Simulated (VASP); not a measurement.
# GaSb (P6_3/mmc) in VASP: a series of runs

Aim: see how the results for GaSb move with the level of theory and the settings. Levels: r2SCAN, PBE. Tasks: single point, relaxation of cell and atoms.

Program: VASP 6.6.1. These are calculated values, not measurements. Logs are shortened: lines on timing, memory, paths and dates and some standing lists are left out, and cuts for length are marked.

**1. The cell of the first run**

Symmetry: P6_3/mmc, No. 194, hexagonal system. The conventional cell has a = 3.981 Å, b = 3.981 Å, c = 6.948 Å, α = 90.00°, β = 90.00°, γ = 120.00°. Ga (site symmetry -3m) has 6 Sb at 2.88 Å and 2 Ga at 3.47 Å within 3.8 Å. Sb (site symmetry -6m2) has 6 Ga at 2.88 Å within 3.8 Å.

**2. Single point, r2SCAN**

File POSCAR:

```
GaSb
1.0
    3.9814330291      0.0000000000      0.0000000000
   -1.9907165145      3.4480221467      0.0000000000
    0.0000000000      0.0000000000      6.9476506707
Ga Sb
2 2
Direct
    0.0000000000      0.0000000000      0.0000000000
    0.0000000000      0.0000000000      0.5000000000
    0.3333333333      0.6666666667      0.2500000000
    0.6666666667      0.3333333333      0.7500000000
```

File INCAR.step1:

```
SYSTEM = GaSb
PREC = Accurate ; ENCUT = 520
ISMEAR = -1 ; SIGMA = 0.02
LREAL = .False. ; LASPH = .True.
NELM = 60 ; NBANDS = 26
GGA = PE ; ALGO = Normal
EDIFF = 1E-4 ; LWAVE = .True.
LCHARG = .False.
```

File INCAR.step2:

```
SYSTEM = GaSb
PREC = Accurate ; ENCUT = 520
EDIFF = 1E-6 ; ISMEAR = -1
SIGMA = 0.02 ; LREAL = .False.
LASPH = .True. ; NELM = 60
ALGO = Normal ; ISIF = 2
LWAVE = .False. ; LCHARG = .False.
METAGGA = R2SCAN ; LMIXTAU = .True.
NBANDS = 26 ; ISTART = 1
```

File KPOINTS:

```
regular mesh
0
Gamma
  12 12 4
  0 0 0
```

Potentials or basis: VASP PAW PBE potentials, release 64 (Ga_d, Sb).

Run with:

```
$ cat potpaw_PBE.64/Ga_d/POTCAR potpaw_PBE.64/Sb/POTCAR > POTCAR
$ cp INCAR.step1 INCAR
$ mpirun -np 1 vasp_std > vasp.out
$ cp INCAR.step2 INCAR
$ mpirun -np 1 vasp_std > vasp.out
```

OUTCAR:

```text
SYSTEM = GaSb
   PREC = Accurate
   ENCUT = 520
   EDIFF = 1E-6
   ISMEAR = -1
   LREAL = .False.
   LASPH = .True.
   NELM = 60
   ISIF = 2
   METAGGA = R2SCAN
   ISTART = 1

 ion  position               nearest neighbor table
   1  0.000  0.000  0.000-   3 2.88   4 2.88   4 2.88   3 2.88   4 2.88   3 2.88
   2  0.000  0.000  0.500-   3 2.88   4 2.88   4 2.88   3 2.88   4 2.88   3 2.88
   3  0.333  0.667  0.250-   1 2.88   2 2.88   1 2.88   2 2.88   1 2.88   2 2.88
   4  0.667  0.333  0.750-   1 2.88   2 2.88   1 2.88   2 2.88   1 2.88   2 2.88

  LATTYP: Found a hexagonal cell.
 ALAT       =     3.9814330291
 C/A-ratio  =     1.7450125671

  Lattice vectors:

 A1 = (   3.9814330291,   0.0000000000,   0.0000000000)
 A2 = (  -1.9907165145,   3.4480221467,   0.0000000000)
 A3 = (   0.0000000000,   0.0000000000,   6.9476506707)

Analysis of symmetry for initial positions (statically):
=====================================================================
 Subroutine PRICEL returns:
 Original cell was already a primitive cell.

 Routine SETGRP: Setting up the symmetry group for a
 hexagonal supercell.

 Subroutine GETGRP returns: Found 24 space group operations
 (whereof 12 operations were pure point group operations)
 out of a pool of 24 trial point group operations.

The static configuration has the point symmetry D_3d.
 The point group associated with its full space group is D_6h.

Analysis of symmetry for dynamics (positions and initial velocities):
=====================================================================
 Subroutine PRICEL returns:
 Original cell was already a primitive cell.

 Routine SETGRP: Setting up the symmetry group for a
 hexagonal supercell.

 Subroutine GETGRP returns: Found 24 space group operations
 (whereof 12 operations were pure point group operations)
 out of a pool of 24 trial point group operations.

The dynamic configuration has the point symmetry D_3d.
 The point group associated with its full space group is D_6h.

 Subroutine INISYM returns: Found 24 space group operations
 (whereof 12 operations are pure point group operations),
 and found     1 'primitive' translations

----------------------------------------------------------------------------------------

[... 86 lines left out ...]
 SYSTEM =  GaSb
   PREC   = accura    normal or accurate (medium, high low for compatibility)
   ISTART =      1    job   : 0-new  1-cont  2-samecut
   ICHARG =      0    charge: 1-file 2-atom 10-const
   ISPIN  =      1    spin polarized calculation?
   LNONCOLLINEAR =      F non collinear calculations
   LSORBIT =      F    spin-orbit coupling
   LASPH  =      T    aspherical Exc in radial PAW
   ENCUT  =  520.0 eV  38.22 Ry    6.18 a.u.   7.40  7.40 12.92*2*pi/ulx,y,z
   NELM   =     60;   NELMIN=  2; NELMDL=  0     # of ELM steps
   EDIFF  = 0.1E-05   stopping-criterion for ELM
   LREAL  =      F    real-space projection
   EDIFFG = 0.1E-04   stopping-criterion for IOM
   NSW    =      0    number of steps for IOM
   IBRION =     -1    ionic relax: 0-MD 1-quasi-New 2-CG
   NFREE  =      0    steps in history (QN), initial steepest desc. (CG)
   ISIF   =      2    stress and relaxation
   ISYM   =      2    0-nonsym 1-usesym 2-fastsym
   POTIM  = 0.5000    time-step for ionic-motion
   TEBEG  =    0.0;   TEEND  =   0.0 temperature during run
   PSTRESS=    0.0 pullay stress
   NELECT =      36.0000    total number of electrons
   NUPDOWN=      -1.0000    fix difference up-down
   EMIN   =  10.00;   EMAX   =-10.00  energy-range for DOS
   EFERMI =   0.00;   METHOD = LEGACY
   ISMEAR =    -1;   SIGMA  =   0.02  broadening in eV -4-tet -1-fermi 0-gaus
   EFERMI_NEDOS =   21; number of points for ismear=-14 and -15
   IALGO  =     38    algorithm
   IMIX   =      4    mixing-type and parameters
     AMIX     =   0.40;   BMIX     =  1.00
     AMIX_MAG =   1.60;   BMIX_MAG =  1.00
  volume/ion in A,a.u.               =      23.84       160.91
  Fermi-wavevector in a.u.,A,eV,Ry     =   1.183114  2.235761 19.044867  1.399758
  Thomas-Fermi vector in A             =   2.319355
   LORBIT       =      0    0 simple, 1 ext, 2 COOP (PROOUT), +10 PAW based schemes
   METAGGA = R2SCAN    functional components
   LHFCALC =     F    Hartree Fock is set to
   AEXX    =    0.0000 exact exchange contribution
   IVDW    =     0    specifies the selected vdW correction
   LEPSILON=     F    determine dielectric tensor
   LRPA    =     F    only Hartree local field effects (RPA)
 non-spin polarized calculation
  energy-cutoff  :      520.00
  volume of cell :       95.38
 maximum number of plane-waves:      2600
 NGX is ok and might be reduce to    30
   NGX = 15   NGY = 15   NGZ = 25

 number of electron      36.0000000 magnetization

 Free energy of the ion-electron system (eV)
  ---------------------------------------------------
  ext. energy  EPLUGINS =         0.00000000
  ---------------------------------------------------
  free energy    TOTEN  =       -73.92791951 eV

  energy without entropy =      -73.92566899  energy(sigma->0) =      -73.92679425

 E-fermi :   6.4148     XC(G=0): -10.9475

 val. band max:        6.3795780658   @ k =   0.3333  -0.0000   0.2500
 cond. band min:       6.4207697967   @ k =   0.1667   0.0833   0.2500
 fundamental gap:      0.0411917309
 Fermi energy:         6.4147540998

 k-point     1 :       0.0000    0.0000    0.0000
  band No.  band energies     occupation
      1      -8.9450      2.00000
      2      -8.9450      2.00000
      3      -8.9391      2.00000
      4      -8.9112      2.00000
      5      -8.9111      2.00000
      6      -8.8904      2.00000
[... 685 lines left out ...]
     25      13.7262      0.00000
     26      14.3086      0.00000

 [... further k-points ...]
[... 5 lines left out ...]
  --------------------------------------------------------------------------------------
  -------------------------------------------------------------------------------------
  Total        0.0706036      0.0706036      0.0163651      0.0000000      0.0000000     -0.0000000
  in kB        1.1860151      1.1860151      0.2749042      0.0000000      0.0000000     -0.0000000
  external PRESSURE =       0.8823114 kB  Pullay stress =       0.0000000 kB

 VOLUME and BASIS-vectors are now :
 -----------------------------------------------------------------------------
  energy-cutoff  :      520.00
  volume of cell :       95.38
      direct lattice vectors                 reciprocal lattice vectors
     3.981433029  0.000000000  0.000000000     0.251165847  0.145010670  0.000000000
    -1.990716515  3.448022147  0.000000000     0.000000000  0.290021339  0.000000000
     0.000000000  0.000000000  6.947650671     0.000000000  0.000000000  0.143933546

 POSITION                                       TOTAL-FORCE (eV/Angst)
 -----------------------------------------------------------------------------------
      0.00000      0.00000      0.00000        -0.000000      0.000000      0.000000
      0.00000      0.00000      3.47383        -0.000000      0.000000      0.000000
     -0.00000      2.29868      1.73691         0.000000      0.000000      0.000000
      1.99072      1.14934      5.21074        -0.000000     -0.000000     -0.000000
 -----------------------------------------------------------------------------------
    total drift:                                0.000000     -0.000000      0.000000

  FREE ENERGIE OF THE ION-ELECTRON SYSTEM (eV)
  ---------------------------------------------------
  free  energy   TOTEN  =       -73.9279195108 eV

  energy  without entropy=      -73.9256689944  energy(sigma->0) =      -73.92679425
```

OUTCAR.step1:

```text
SYSTEM = GaSb
   PREC = Accurate
   ENCUT = 520
   ISMEAR = -1
   LREAL = .False.
   LASPH = .True.
   NELM = 60
[... 926 lines left out ...]
      0.00000      0.00000      3.47383        -0.000000      0.000000      0.000000
     -0.00000      2.29868      1.73691        -0.000000      0.000000     -0.000000
      1.99072      1.14934      5.21074         0.000000     -0.000000     -0.000000
 -----------------------------------------------------------------------------------
    total drift:                                0.000000      0.000000      0.000000

  FREE ENERGIE OF THE ION-ELECTRON SYSTEM (eV)
  ---------------------------------------------------
  free  energy   TOTEN  =       -13.8320967634 eV

  energy  without entropy=      -13.8291754128  energy(sigma->0) =      -13.83063609
```

Run time: 7.2 min. Hardware: 1 thread of Intel Xeon 6975P-C, shared host; peak memory 0.31 GiB.

What came out:

| Property | Result |
| --- | --- |
| Free energy | -73.9279 eV |
| Pressure | 0.1 GPa |
| Band gap on the k mesh | zero (band 18 reaches 7.54 eV, above the bottom of band 19 at 3.57 eV) |

Caveat: the PAW data sets were made with another functional, which shifts forces and pressure a little; spin-orbit coupling is left out, which moves the levels of the heavy elements.

**3. Relaxation of cell and atoms, PBE**

This run uses another cell than the first one, of 21.02 Å³/atom, 0.881 times its volume.

File INCAR:

```
PREC     = Accurate       # precision mode
ENCUT    = 600            # plane-wave cutoff, eV
EDIFF    = 1E-6           # SCF threshold, eV
ISMEAR   = -1             # smearing method
SIGMA    = 0.02           # smearing width, eV
LREAL    = False          # projectors in reciprocal space
LASPH    = True           # aspherical terms in the spheres
NELM     = 60             # most SCF steps
ALGO     = Normal         # electronic algorithm
ISIF     = 3              # what is computed and relaxed
LWAVE    = False          # write WAVECAR
LCHARG   = False          # write CHGCAR
GGA      = PE             # functional
IBRION   = 2              # ionic algorithm
NSW      = 80             # ionic steps
EDIFFG   = -0.005         # ionic threshold
```

File KPOINTS:

```
Automatic mesh
0
Gamma
  12 12 4
```

File POSCAR:

```
GaSb
1.0
    3.9051190800      0.0000000000      0.0000000000
   -1.9525595400      3.3819323281      0.0000000000
    0.0000000000      0.0000000000      6.3653441004
Ga Sb
2 2
Direct
    0.0000000000      0.0000000000      0.0000000000
    0.0000000000      0.0000000000      0.5000000000
    0.3333333333      0.6666666667      0.2500000000
    0.6666666667      0.3333333333      0.7500000000
```

Potentials or basis: VASP PAW PBE potentials, release 64 (Ga_d, Sb).

Run with:

```
$ cat potpaw_PBE.64/Ga_d/POTCAR potpaw_PBE.64/Sb/POTCAR > POTCAR
$ mpirun -np 1 vasp_std > vasp.out
```

It took 18 min on 1 thread of Intel Xeon 6975P-C, shared host; peak memory 0.33 GiB.

The run converged. Its results:

- Free energy: -13.8481 eV
- Relaxed volume: 24.62 Å³/atom
- Relaxed cell: a = 4.021 Å, b = 4.021 Å, c = 7.033 Å, α = 90.00°, β = 90.00°, γ = 120.00°
- Space group after relaxing (to 0.05 Å): P6_3/mmc (No. 194)
- Energy gained by relaxing: 135.3 meV/atom
- Ionic steps: 22
- Pressure after relaxing: 0.0 GPa
- Band gap on the k mesh: zero (band 18 reaches 7.26 eV, above the bottom of band 19 at 3.59 eV)

The path:
```
step  energy change (eV)  largest force (eV/Å)  pressure (GPa)  volume (Å³)
   1              0.0000                0.0000           13.01        84.07
   2             -0.4509                0.0000           -3.23       106.57
   3             -0.5313                0.0000           -0.01        99.05
   4             -0.5313                0.0000           -0.17        99.37
   5             -0.5329                0.0000           -0.15        99.31
   6             -0.5354                0.0000           -0.09        99.13
   7             -0.5355                0.0000           -0.13        99.09
   8             -0.5358                0.0000           -0.12        99.01
   9             -0.5389                0.0000           -0.08        98.84
  10             -0.5405                0.0000           -0.03        98.48
  11             -0.5413                0.0000           -0.06        98.61
  12             -0.5413                0.0000           -0.03        98.63
  13             -0.5413                0.0000           -0.05        98.65
  14             -0.5413                0.0000            0.09        98.37
  15             -0.5413                0.0000           -0.06        98.57
  16             -0.5413                0.0000            0.03        98.50
  17             -0.5413                0.0000           -0.03        98.53
  18             -0.5413                0.0000            0.03        98.52
  19             -0.5413                0.0000            0.00        98.52
  20             -0.5414                0.0000           -0.05        98.49
  21             -0.5414                0.0000           -0.02        98.46
  22             -0.5414                0.0000           -0.02        98.47
```

Final structure:
```xyz
4
Lattice="4.0208 0.0000 0.0000 -2.0104 3.4821 0.0000 0.0000 0.0000 7.0333" Properties=species:S:1:pos:R:3 pbc="T T T"
Ga    0.0000    0.0000    0.0000
Ga    0.0000    0.0000    3.5166
Sb    0.0000    2.3214    1.7583
Sb    2.0104    1.1607    5.2750
```

Levels at points of the mesh, in eV from the Fermi level:
```tsv
k point	band 14	band 15	band 16	band 17	band 18	band 19	band 20	band 21	band 22
(0.00, 0.00, 0.00)	-0.75	-0.33	0.23	0.23	0.82	0.82	2.85	3.82	3.82
(0.50, 0.00, 0.00)	-4.91	-4.46	-3.64	-1.99	0.48	1.05	1.06	2.31	2.51
(0.00, 0.00, 0.50)	-4.70	0.55	0.55	0.55	0.55	1.89	1.89	3.82	3.82
(0.50, 0.00, 0.50)	-6.52	-1.64	-1.64	-1.19	-1.19	-1.08	-1.08	2.96	2.96
```

Caveat: the volume moved by over 15 % at a fixed basis, so the end points are rough; spin-orbit coupling is left out, which moves the levels of the heavy elements.
